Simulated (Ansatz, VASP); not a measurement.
LiCl in VASP and in Ansatz

```
Li Cl
1.0
     0.00000    2.55603    2.55603
     2.55603    0.00000    2.55603
     2.55603    2.55603    0.00000
Li Cl
1 1
Direct
  0.00000 0.00000 0.00000
  0.50000 0.50000 0.50000
```

Alike in both runs: task single point; functional r2SCAN; k mesh 6 × 6 × 6; occupations gaussian, width 0.5 eV; no spin polarisation.

|  | VASP | Ansatz |
| --- | --- | --- |
| version | VASP 6.6.1 | Ansatz 0.2.0 |
| potentials or method | VASP PAW PBE potentials, release 64 (Li_sv, Cl) | plane waves |
| plane-wave cutoff (eV) | 520 | 500 |
| valence electrons in the cell | 10 | 10 |

Ansatz gave:

- gap on the k mesh at the Fermi level (eV): 7.29

Task: What did VASP give for the same quantities?

Result: gap on the k mesh at the Fermi level (eV): 7.36.

VASP's potentials were made for PBE, not for r2SCAN.

Noted on VASP's run: the cutoff is short for stress, so the pressure is rough.
